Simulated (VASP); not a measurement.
Zn15Se16 (a cell with a defect): single point with PBE

The system is Zn15Se16 (a cell with a defect).

```
Zn Se
1.0
    -5.73176   -5.73176    5.73176
     5.73176   -5.73176   -5.73176
     5.73176    5.73176    5.73176
Zn Se
15 16
Direct
  0.25374 0.50000 0.26127
  0.50753 0.24626 0.24626
  0.25374 0.26127 0.50000
  0.00000 0.26127 0.75374
  0.76127 0.50000 0.75374
  0.50000 0.50000 0.00000
  0.00000 0.75374 0.26127
  0.74626 0.00753 0.24626
  0.50000 0.00000 0.50000
  0.23873 0.99247 0.73873
  0.00000 0.00000 0.00000
  0.74626 0.24626 0.00753
  0.76127 0.75374 0.50000
  0.49247 0.73873 0.73873
  0.23873 0.73873 0.99247
  0.24901 0.74901 0.25100
  0.00000 0.73835 0.50000
  0.50199 0.50000 0.25099
  0.23835 0.50000 0.50000
  0.00000 0.50000 0.73835
  0.75100 0.74901 0.74901
  0.49801 0.74900 0.99801
  0.00000 0.00199 0.25099
  0.76165 0.26165 0.26165
  0.50199 0.25099 0.50000
  0.24901 0.25100 0.74901
  0.00000 0.25099 0.00199
  0.75099 0.50000 0.00199
  0.75099 0.00199 0.50000
  0.49801 0.99801 0.74900
  0.24900 0.99801 0.99801
```

This cell differs from its parent crystal: atoms taken out, then relaxed in part.

* Program: VASP 6.6.1
* Task: single point
* Functional: PBE
* Potentials or basis: VASP PAW PBE potentials, release 64 (Zn, Se)
* Cutoff: 520 eV
* k mesh: 2 × 2 × 2, shifted
* Occupations: gaussian, width 0.02 eV
* Spin: no spin polarisation

* Largest force: 0.019 eV/Å

Forces in eV/Å, atoms in the order of the input:
```
Zn  -0.011 -0.011  0.001
Zn  -0.001  0.011 -0.011
Zn  -0.011 -0.001  0.011
Zn   0.001  0.011  0.011
Zn   0.011  0.011  0.001
Zn   0.000  0.000  0.000
Zn   0.001 -0.011 -0.011
Zn  -0.011  0.011 -0.001
Zn   0.000  0.000  0.000
Zn   0.011 -0.011 -0.001
Zn   0.000  0.000  0.000
Zn  -0.011  0.001 -0.011
Zn   0.011 -0.001 -0.011
Zn  -0.001 -0.011  0.011
Zn   0.011  0.001  0.011
Se  -0.003  0.008 -0.003
Se  -0.011  0.011  0.011
Se   0.003  0.003  0.008
Se   0.011  0.011 -0.011
Se  -0.011 -0.011 -0.011
Se  -0.008  0.003 -0.003
Se   0.003 -0.003 -0.008
Se   0.008  0.003  0.003
Se   0.011 -0.011  0.011
Se   0.003 -0.008 -0.003
Se  -0.003  0.003 -0.008
Se   0.008 -0.003 -0.003
Se  -0.003 -0.003  0.008
Se  -0.003 -0.008  0.003
Se   0.003  0.008  0.003
Se  -0.008 -0.003  0.003
```

Levels at points of the mesh, in eV from the Fermi level:
```csv
k point,band 135,band 136,band 137,band 138,band 139,band 140,band 141,band 142,band 143,band 144
"(0.25, 0.25, 0.25)",-0.46,-0.46,-0.10,-0.10,-0.10,2.65,2.65,2.65,2.95,3.60
```

Wall time 7.4 min on 1 thread of AMD EPYC 7R13 Processor (Zen 3), with other jobs on the host, peak memory 0.99 GiB.

Caveat: the cell carries a net charge on a neutralising background, which shifts energy and pressure; the cell differs from its parent crystal (atoms taken out, then relaxed in part); the cell is charged against a uniform background, so pressure and absolute levels hang on convention.
